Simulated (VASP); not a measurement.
Set up this calculation in VASP 6.6.1, as the native input.

```
Task                   : single point
Functional             : LDA
Potentials or basis    : VASP PAW LDA potentials, release 64 (Cu)
Cutoff                 : 520 eV
k mesh                 : 12 × 12 × 1
Occupations            : gaussian, width 0.1 eV
Spin                   : no spin polarisation
Dipole correction      : yes
Further INCAR settings : ALGO = Fast; EDIFF = 1e-06; NBANDS = 24
```

The structure of Cu lies in POSCAR:

```
Cu
1.0
    2.4880527758      0.0000000000      0.0000000000
   -1.2440263879      2.1547169098      0.0000000000
    0.0000000000      0.0000000000     18.0629731692
Cu
3
Direct
    0.6666666667      0.3333333333      0.3875331007
    0.3333333333      0.6666666667      0.4983340526
    0.0000000000      0.0000000000      0.6091142946
```

One way to write it, as run:

INCAR

```
SYSTEM = Cu
  ALGO = Fast
  DIPOL = 0.5 0.5 0.498
  EDIFF = 1E-6
  ENCUT = 520
  IDIPOL = 3
  ISIF = 2
  ISMEAR = 0
  LASPH = .TRUE.
  LCHARG = .FALSE.
  LDIPOL = .TRUE.
  LREAL = .FALSE.
  LWAVE = .FALSE.
  NBANDS = 24
  NELM = 60
  PREC = Accurate
  SIGMA = 0.1
```

KPOINTS

```
k-points
0
G
  12 12 1
  0 0 0
```

Potentials or basis: VASP PAW LDA potentials, release 64 (Cu).

Command:

```bash
$ cat potpaw_LDA.64/Cu/POTCAR > POTCAR
$ mpirun -np 1 vasp_std > vasp.out
```

It gave:

The largest force is 0.025 eV/Å and the band gap on the k mesh is zero (an odd number of electrons rules out a gap without spin polarisation).

It took 72 s on 1 thread of Intel(R) Xeon(R) Platinum 8259CL CPU @ 2.50GHz (Skylake/Cascade Lake) (shared host), peak memory 0.19 GiB.
